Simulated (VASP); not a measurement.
## AlNi (WC type): single point with PBE

Crystal: AlNi (WC type).

```xyz
2
Lattice="2.6305 0.0000 0.0000 -1.3152 2.2780 0.0000 0.0000 0.0000 3.7136" Properties=species:S:1:pos:R:3 pbc="T T T"
Ni    0.0000    0.0000    0.0000
Al    0.0000    1.5187    1.8568
```

```json
{
 "Program": "VASP 6.6.1",
 "Task": "single point",
 "Functional": "PBE",
 "Potentials or basis": "VASP PAW PBE potentials, release 64 (Ni, Al)",
 "Cutoff": "520 eV",
 "k mesh": "15 × 15 × 13",
 "Occupations": "fermi-dirac, width 0.05 eV",
 "Spin": "no spin polarisation"
}
```

```
Pressure : 22.7 GPa
```

Stress tensor (GPa, compression positive):
```
22.81  0.00  0.00
 0.00 22.81  0.00
 0.00  0.00 22.64
```

Levels at points of the mesh, in eV from the Fermi level:
```tsv
k point	band 4	band 5	band 6	band 7	band 8	band 9	band 10	band 11
(0.00, 0.00, 0.00)	-2.01	-1.79	-1.51	-1.51	3.16	13.69	13.69	16.21
```

It took 21 s on 1 thread of Intel(R) Xeon(R) 6975P-C (Granite Rapids), with other jobs on the host, peak memory 0.17 GiB.

Spin polarisation is off, so any magnetic state and its effect on volume and gap are missing.
